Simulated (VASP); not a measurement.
Set up this calculation in VASP 6.6.1, as the native input.

```
Task                   : single point
Functional             : PBEsol
Potentials or basis    : VASP PAW PBE potentials, release 64 (Zr_sv, C)
Cutoff                 : 520 eV
k mesh                 : 8 × 8 × 5
Occupations            : methfessel-paxton, width 0.15 eV
Spin                   : no spin polarisation
Dipole correction      : no
Further INCAR settings : ALGO = Normal; EDIFF = 1e-06; NBANDS = 24
```

The structure of ZrC lies in POSCAR:

```
ZrC
1.0
    3.4213583855      0.0000000000      0.0000000000
   -1.7106791928      2.9629839105      0.0000000000
    0.0000000000      0.0000000000      5.3366637981
Zr C
2 2
Direct
    0.3333333333      0.6666666667      0.2500000000
    0.6666666667      0.3333333333      0.7500000000
    0.0000000000      0.0000000000      0.0000000000
    0.0000000000      0.0000000000      0.5000000000
```

The input as run:

INCAR

```
SYSTEM = ZrC
  PREC = Accurate
  ENCUT = 520
  EDIFF = 1E-6
  ISMEAR = 1
  SIGMA = 0.15
  LREAL = .False.
  LASPH = .True.
  NELM = 80
  ALGO = Normal
  ISIF = 2
  LWAVE = .False.
  LCHARG = .False.
  GGA = PS
  NBANDS = 24
```

KPOINTS

```
Automatic mesh
0
Gamma
  8 8 5
  0 0 0
```

Potentials or basis: VASP PAW PBE potentials, release 64 (Zr_sv, C).

Run with:

```sh
$ cat potpaw_PBE.64/Zr_sv/POTCAR potpaw_PBE.64/C/POTCAR > POTCAR
$ mpirun -np 1 vasp_std > vasp.out
```

It gave:

```yaml
Pressure: -12.5 GPa
Band_gap_on_the_k_mesh: zero (bands 16 and 17 overlap by 1.03 eV)
```

Caveat: the cell stands under tension; the PAW data sets were made with another functional, which shifts forces and pressure a little.

Wall time 110 s on 1 thread of AMD EPYC 7571, on a shared host, peak memory 0.16 GiB.
